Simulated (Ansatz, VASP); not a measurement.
**Two plane-wave programs on Pt**

The input POSCAR:

```
Pt
1.0
    2.7871309956      0.0000000000      0.0000000000
   -1.3935654978      2.4137262459      0.0000000000
    0.0000000000      0.0000000000     25.1027000000
Pt
5
Direct
    0.8333333333      0.1666666667      0.3186915304
    0.1666666667      0.8333333333      0.4101549605
    0.5000000000      0.5000000000      0.4999999985
    0.8333333333      0.1666666667      0.5898450388
    0.1666666667      0.8333333333      0.6813084718
```

INCAR.step1

```
SYSTEM = Pt
ALGO = Normal
DIPOL = 0.5 0.5 0.500
EDIFF = 1E-4
ENCUT = 520
GGA = PE
IDIPOL = 3
ISMEAR = -1
LASPH = .True.
LCHARG = .False.
LDIPOL = .True.
LREAL = .False.
LWAVE = .True.
NBANDS = 33
NELM = 80
PREC = Accurate
SIGMA = 0.1
```

INCAR.step2

```
SYSTEM = Pt
ALGO = Normal
DIPOL = 0.5 0.5 0.500
EDIFF = 1E-6
ENCUT = 520
IDIPOL = 3
ISIF = 2
ISMEAR = -1
ISTART = 1
LASPH = .True.
LCHARG = .False.
LDIPOL = .True.
LMIXTAU = .True.
LREAL = .False.
LWAVE = .False.
METAGGA = R2SCAN
NBANDS = 33
NELM = 80
PREC = Accurate
SIGMA = 0.1
```

File KPOINTS:

```
k-points
0
Gamma
  15 15 1
  0 0 0
```

Input for Ansatz:

```yaml
crystal:
  lattice:
    - [2.7871309956, 0.0, 0.0]
    - [-1.3935654978, 2.4137262459, 0.0]
    - [0.0, 0.0, 25.1027]
  atoms:
    - { symbol: Pt, position: [0.8333333333, 0.1666666667, 0.3186915304] }
    - { symbol: Pt, position: [0.1666666667, 0.8333333333, 0.4101549605] }
    - { symbol: Pt, position: [0.5, 0.5, 0.4999999985] }
    - { symbol: Pt, position: [0.8333333333, 0.1666666667, 0.5898450388] }
    - { symbol: Pt, position: [0.1666666667, 0.8333333333, 0.6813084718] }
  periodic: [true, true, false]
kpoints:
  mp_grid: { grid: [15, 15, 1] }
scf:
  occupations: { method: fermi_dirac, width: 0.1 }
hamiltonian:
  xc: r2scan
  pseudopotentials: { kind: paw }
output:
  forces: true
  stress: true
  eigenvalues: true
```

Alike in both runs: task single point; functional r2SCAN; k mesh 15 × 15 × 1; occupations fermi-dirac, width 0.1 eV; no spin polarisation.

```csv
,VASP,Ansatz
version,VASP 6.6.1,Ansatz 0.2.0
potentials or method,"VASP PAW PBE potentials, release 64 (Pt)","PAW with Ansatz's default frozen-core files, scalar-relativistic"
plane-wave cutoff (eV),520,500
valence electrons in the cell,50,90
```

```tsv
	VASP	Ansatz	Ansatz less VASP
rms of the force components (eV/Å)	0.010	0.004	-0.0063
```

VASP's potentials were made for PBE, not for r2SCAN. Atom by atom the forces differ by 0.009 eV/Å (rms over components). With one functional, cell and mesh, what is left measures potentials, basis and numerics. VASP's potentials hold 50 valence electrons a cell and Ansatz's 90, so a difference there can come from the potentials and not from the codes. Ansatz's warnings: slab cell height set.

Spin-orbit coupling is off throughout.
